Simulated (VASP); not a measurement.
# SnSe2 in VASP: a series of runs, part 2 of 2

VASP 6.6.1. Earlier steps stand in the parts before.

## 4. Relaxation of the atoms, PBE (strain along c alone, the other axes held: -4.0 %)

Contents of INCAR:

```
SYSTEM = SnSe2
  ALGO = Normal
  EDIFF = 1E-6
  EDIFFG = -0.008
  ENCUT = 520
  GGA = PE
  IBRION = 2
  ISIF = 2
  ISMEAR = 0
  LASPH = .TRUE.
  LCHARG = .FALSE.
  LREAL = .FALSE.
  LWAVE = .FALSE.
  NELM = 80
  NSW = 60
  PREC = Accurate
  SIGMA = 0.02
```

Contents of KPOINTS:

```
k-points
0
G
  12 12 4
  0 0 0
```

Contents of POSCAR:

```
SnSe2
1.0
    3.8716723131      0.0000000000      0.0000000000
   -1.9358361566      3.3529665783      0.0000000000
    0.0000000000      0.0000000000      6.6922569850
Sn Se
1 2
Direct
    0.0000000000      0.0000000000      0.0000000000
    0.6666666667      0.3333333333      0.7666463443
    0.3333333333      0.6666666667      0.2333536557
```

Potentials or basis: VASP PAW PBE potentials, release 64 (Sn_d, Se).

The run is started by

```console
> cat potpaw_PBE.64/Sn_d/POTCAR potpaw_PBE.64/Se/POTCAR > POTCAR
> mpirun -np 1 vasp_std > vasp.out
```

OUTCAR:

```text
SYSTEM = SnSe2
   EDIFF = 1E-6
   EDIFFG = -0.008
   ENCUT = 520
   GGA = PE
   IBRION = 2
   ISIF = 2
   ISMEAR = 0
   LASPH = .TRUE.
   LREAL = .FALSE.
   NELM = 80
   NSW = 60
   PREC = Accurate

 ion  position               nearest neighbor table
   1  0.000  0.000  0.000-   2 2.73   3 2.73   2 2.73   3 2.73   2 2.73   3 2.73
   2  0.667  0.333  0.767-   1 2.73   1 2.73   1 2.73
   3  0.333  0.667  0.233-   1 2.73   1 2.73   1 2.73

  LATTYP: Found a hexagonal cell.
 ALAT       =     3.8716723131
 C/A-ratio  =     1.7285184395

  Lattice vectors:

 A1 = (   3.8716723131,   0.0000000000,   0.0000000000)
 A2 = (  -1.9358361566,   3.3529665783,   0.0000000000)
 A3 = (   0.0000000000,   0.0000000000,   6.6922569850)

Analysis of symmetry for initial positions (statically):
=====================================================================
 Subroutine PRICEL returns:
 Original cell was already a primitive cell.

 Routine SETGRP: Setting up the symmetry group for a
 hexagonal supercell.

 Subroutine GETGRP returns: Found 12 space group operations
 (whereof 12 operations were pure point group operations)
 out of a pool of 24 trial point group operations.

The static configuration has the point symmetry D_3d.
[... 172 lines left out ...]
  -------------------------------------------------------------------------------------
  Total        0.4712656      0.4712656      1.0545521     -0.0000000     -0.0000000      0.0000000
  in kB        8.6911232      8.6911232     19.4481457     -0.0000000     -0.0000000      0.0000000
  external PRESSURE =      12.2767974 kB  Pullay stress =       0.0000000 kB
[... 61 lines left out ...]
--------------------------------------- Ionic step        3  -------------------------------------------

 number of electron      26.0000004 magnetization

 Free energy of the ion-electron system (eV)
  ---------------------------------------------------
  ext. energy  EPLUGINS =         0.00000000
  ---------------------------------------------------
  free energy    TOTEN  =       -11.87211443 eV

  energy without entropy =      -11.87211443  energy(sigma->0) =      -11.87211443

 E-fermi :   3.0541     XC(G=0):  -8.8551

 val. band max:        2.9353062254   @ k =   0.1667  -0.0000   0.0000
 cond. band min:       3.6188537360   @ k =   0.5000  -0.0000   0.5000
 fundamental gap:      0.6835475106
 Fermi energy:         3.0540831510

 k-point     1 :       0.0000    0.0000    0.0000
  band No.  band energies     occupation
      1     -18.1900      2.00000
      2     -18.1900      2.00000
      3     -18.1578      2.00000
      4     -18.1485      2.00000
      5     -18.1485      2.00000
      6     -10.4496      2.00000
[... 457 lines left out ...]
      4     -18.1504      2.00000
      5     -18.1476      2.00000
      6     -10.1641      2.00000
[... 9 lines left out ...]
     16       7.9397      0.00000
     17       8.0702      0.00000

 [... further k-points ...]

------------------------ aborting loop because EDIFF is reached ----------------------------------------

  FORCE on cell =-STRESS in cart. coord.  units (eV):
  Direction    XX          YY          ZZ          XY          YZ          ZX
  --------------------------------------------------------------------------------------
  -------------------------------------------------------------------------------------
  Total        0.0768463      0.0768463      0.0972218     -0.0000000     -0.0000000      0.0000000
  in kB        1.4172060      1.4172060      1.7929730     -0.0000000     -0.0000000      0.0000000
  external PRESSURE =       1.5424616 kB  Pullay stress =       0.0000000 kB
[... 18 lines left out ...]
  FREE ENERGIE OF THE ION-ELECTRON SYSTEM (eV)
  ---------------------------------------------------
  free  energy   TOTEN  =       -11.8721144302 eV

  energy  without entropy=      -11.8721144302  energy(sigma->0) =      -11.87211443

 reached required accuracy - stopping structural energy minimisation
```

OSZICAR:

```text
N       E                     dE             d eps       ncg     rms          rms(c)
DAV:   1     0.195820426955E+03    0.19582E+03   -0.12324E+04  2350   0.166E+03
DAV:   2     0.862127615583E+01   -0.18720E+03   -0.18433E+03  2638   0.383E+02
DAV:   3    -0.114985120881E+02   -0.20120E+02   -0.19481E+02  2957   0.118E+02
[... 20 lines left out ...]
DAV:   2    -0.118722080216E+02   -0.26712E-02   -0.31857E-02  3084   0.882E-01    0.828E-02
DAV:   3    -0.118721396748E+02    0.68347E-04   -0.35733E-04  2704   0.130E-01    0.600E-02
DAV:   4    -0.118721191626E+02    0.20512E-04   -0.84265E-05  3068   0.538E-02    0.265E-02
DAV:   5    -0.118721146931E+02    0.44695E-05   -0.15828E-05  2773   0.256E-02    0.710E-03
DAV:   6    -0.118721144302E+02    0.26290E-06   -0.96715E-07  1560   0.932E-03
   3 F= -.11872114E+02 E0= -.11872114E+02  d E =-.102546E-01
```

CONTCAR:

```text
SnSe2
   1.00000000000000
     3.8716723130999999    0.0000000000000000    0.0000000000000000
    -1.9358361566000000    3.3529665782999998    0.0000000000000000
     0.0000000000000000    0.0000000000000000    6.6922569850000002
  Sn              Se
     1     2
Direct
     0.0000000000000000    0.0000000000000000    0.0000000000000000
     0.6666666667000030    0.3333333332999970    0.7615355317298759
     0.3333333332999970    0.6666666667000030    0.2384644682701242

  0.00000000E+00  0.00000000E+00  0.00000000E+00
  0.00000000E+00  0.00000000E+00  0.00000000E+00
  0.00000000E+00  0.00000000E+00  0.00000000E+00
```

It took 81 s on 1 thread of Intel Xeon Platinum 8559C (Emerald Rapids), shared host; peak memory 0.26 GiB.

What came out:

| Property | Result |
| --- | --- |
| Free energy | -11.8721 eV |
| Energy gained by relaxing | 3.4 meV/atom |
| Ionic steps | 3 |
| Pressure after relaxing | 0.2 GPa |
| Largest force after relaxing | 0.006 eV/Å |
| Band gap on the k mesh | 0.68 eV (least direct gap 1.11 eV) |

Forces in eV/Å, atoms in the order of the input:
```
Sn   0.000  0.000  0.000
Se   0.000  0.000  0.006
Se   0.000  0.000 -0.006
```

The path:
```csv
step,energy change (eV),largest force (eV/Å),pressure (GPa)
1,0.0000,0.3092,1.23
2,-0.0071,0.1698,0.75
3,-0.0103,0.0061,0.15
```

Final structure:
```
Sn Se
1.0
     3.87167    0.00000    0.00000
    -1.93584    3.35297    0.00000
     0.00000    0.00000    6.69226
Sn Se
1 2
Direct
  0.00000 0.00000 0.00000
  0.66667 0.33333 0.76154
  0.33333 0.66667 0.23846
```

Caveat: the cell differs from its parent crystal (strain along c alone, the other axes held: -4.0 %); semilocal functionals underestimate gaps, and a narrow one can read as zero; spin-orbit coupling is left out, which moves the levels of the heavy elements; this functional lacks dispersion, which binds layers or chains, so the pressure and a relaxed spacing across them are unreliable. A k mesh can miss the band edges.

## 5. Overview

| task | cell | gap on the mesh (eV) | pressure (GPa) | largest force (eV/Å) |
| --- | --- | --- | --- | --- |
| single point | a = 3.794, b = 3.866, c = 7.072 Å, angles 90.0, 90.0, 119.4°, 3 atoms, atomic positions A | 0.54 | 0.6 | 0.01 |
| single point | a = 3.949, b = 3.877, c = 6.936 Å, angles 90.0, 90.0, 120.6°, 3 atoms, atomic positions B | 0.62 | -0.4 | 0.01 |
| relaxation of the atoms | atoms relaxed from a = 3.872, b = 3.872, c = 6.692 Å, angles 90.0, 90.0, 120.0°, 3 atoms, atomic positions C | 0.68 | 0.2 | 0.01 |

Alike in all rows: level PBE; potentials or basis VASP PAW PBE potentials, release 64 (Sn_d, Se); no spin polarisation; k mesh 12 × 12 × 4; cutoff (eV) 520; smearing gaussian 0.02 eV.

Caveats: semilocal functionals underestimate gaps, and a narrow one can read as zero; spin-orbit coupling is left out, which moves the levels of the heavy elements; this functional lacks dispersion, which binds layers or chains, so the pressure and a relaxed spacing across them are unreliable (at least some runs).

Total energies depend on the potentials used, so only differences within one code and one set of settings carry meaning.
